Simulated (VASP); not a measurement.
Wanted: the native input for a VASP 6.6.1 run.

| Property | Result |
| --- | --- |
| Task | single point |
| Functional | PBEsol |
| Potentials or basis | VASP PAW PBE potentials, release 64 (Ta_pv, N) |
| Cutoff | 520 eV |
| k mesh | 21 × 21 × 18 |
| Occupations | gaussian, width 0.15 eV |
| Spin | no spin polarisation |
| Dipole correction | no |
| Further INCAR settings | ALGO = Normal; EDIFF = 1e-06; NBANDS = 15 |

The structure of TaN lies in POSCAR:

```
TaN
1.0
    2.9208918374      0.0000000000      0.0000000000
   -1.4604459187      2.5295665329      0.0000000000
    0.0000000000      0.0000000000      3.1069526474
Ta N
1 1
Direct
    0.3333333333      0.6666666667      0.5000000000
    0.0000000000      0.0000000000      0.0000000000
```

This cell differs from its parent crystal: volume 11.478 Å^3 an atom, c/a of the conventional cell 1.0637.

The input as run:

INCAR

```
SYSTEM = TaN
PREC     = Accurate       ! precision mode
ENCUT    = 520            ! plane-wave cutoff, eV
EDIFF    = 1E-6           ! SCF threshold, eV
ISMEAR   = 0              ! smearing method
SIGMA    = 0.15           ! smearing width, eV
LREAL    = .FALSE.        ! projectors in reciprocal space
LASPH    = .TRUE.         ! aspherical terms in the spheres
NELM     = 100            ! most SCF steps
ALGO     = Normal         ! electronic algorithm
ISIF     = 2              ! what is computed and relaxed
LWAVE    = .FALSE.        ! write WAVECAR
LCHARG   = .TRUE.         ! write CHGCAR
GGA      = PS             ! functional
LELF     = .TRUE.         ! ELF
LVHAR    = .TRUE.       
NBANDS   = 15             ! bands
```

KPOINTS

```
regular mesh
0
G
  21 21 18
  0 0 0
```

Potentials or basis: VASP PAW PBE potentials, release 64 (Ta_pv, N).

Launch:

```console
$ cat potpaw_PBE.64/Ta_pv/POTCAR potpaw_PBE.64/N/POTCAR > POTCAR
$ mpirun -np 1 vasp_std > vasp.out
```

It gave:

```
Pressure               : -23.6 GPa
Band gap on the k mesh : zero (band 8 reaches 7.67 eV, above the bottom of band 9 at 7.23 eV)
```

Caveat: the PAW data sets were made with another functional, which shifts forces and pressure a little; spin-orbit coupling is left out, which moves the levels of the heavy elements.

Wall time 89 s on 1 thread of Intel(R) Xeon(R) 6975P-C (Granite Rapids) (shared host), peak memory 0.27 GiB.
